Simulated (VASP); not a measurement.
Runs of VASP 6.6.1 on Pb. The structure is that of space group Im-3m (No. 229), or close to it. The cells are those of the table. 

```tsv
cell	gap on the mesh (eV)	pressure (GPa)
a = 3.315 Å, angles 108.8, 108.8, 110.9°, 1 atom	none	1.8
a = 3.401 Å, angles 108.8, 108.8, 110.8°, 1 atom	none	-2.0
a = 3.373 Å, angles 108.1, 108.1, 112.2°, 1 atom	none	-0.9
a = 3.316 Å, angles 110.9, 110.9, 106.7°, 1 atom	none	1.9
a = 3.372 Å, angles 110.2, 110.2, 108.1°, 1 atom	none	-0.9
a = 3.286 Å, angles 110.2, 110.2, 108.1°, 1 atom	none	(b)
a = 3.257 Å, angles 109.5°, 1 atom	none	5.3
a = 3.600 Å, angles 109.5°, 1 atom	none	(a)
```

Alike in all rows: task single point; level LDA; potentials or basis VASP PAW LDA potentials, release 64 (Pb_d); no spin polarisation; k mesh 18 × 18 × 18; cutoff (eV) 520; smearing gaussian 0.15 eV.

Problem. Estimate the missing entries.

Solution. (a) -6.6; (b) 3.5.

Caveats: spin-orbit coupling is left out, which moves the levels of the heavy elements; the cell stands under pressure (at least some runs); the cell stands under tension (at least some runs).

A k mesh can miss the band edges, and the runs leave out spin-orbit coupling on Pb.

A gap of «none» marks levels without a gap at the run's occupations.
